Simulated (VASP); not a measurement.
Runs of VASP 6.6.1 on Mg. The structure is that of space group Im-3m (No. 229), or close to it. The cells are those of the table. This isn't the form of Mg at room conditions, which is hcp.

```csv
task,level,potentials or basis,spin,cell,k mesh,cutoff (eV),smearing,gap on the mesh (eV),pressure (GPa),relaxed volume (Å³/atom)
relaxation of cell and atoms,PBE+D4,"VASP PAW PBE potentials, release 64 (Mg)",off,"relaxed from a = 3.073, b = 3.052, c = 3.083 Å, angles 110.0, 110.3, 108.0°, 1 atom",11 × 11 × 11,600,gaussian 0.05 eV,none,0.0,22.26
relaxation of cell and atoms,RPBE+D3(BJ),"VASP PAW PBE potentials, release 64 (Mg)",off,"relaxed from a = 3.071 Å, angles 109.5°, 1 atom",11 × 11 × 11,600,methfessel-paxton 0.2 eV,none,-0.1,(a)
single point,LDA,"VASP PAW LDA potentials, release 64 (Mg)","non-collinear, typed start","a = 3.076, b = 3.051, c = 3.054 Å, angles 109.1, 110.0, 108.5°, 1 atom",8 × 8 × 8,520,gaussian 0.05 eV,none,-1.7,-
single point,RPBE+D3(BJ),"VASP PAW PBE potentials, release 64 (Mg)",off,"a = 2.784 Å, angles 109.5°, 1 atom",11 × 11 × 11,600,methfessel-paxton 0.2 eV,none,-0.1,-
```

Q: Estimate the missing entries.

A: (a) 16.59.

Caveats: the dispersion term is far too large for a dense solid, which distorts pressure and volume (at least some runs); the PAW data sets were made with another functional, which shifts forces and pressure a little (at least some runs); the volume moved by over 15 % at a fixed basis, so the end points are rough (at least some runs).

A gap of «none» marks levels without a gap at the run's occupations.
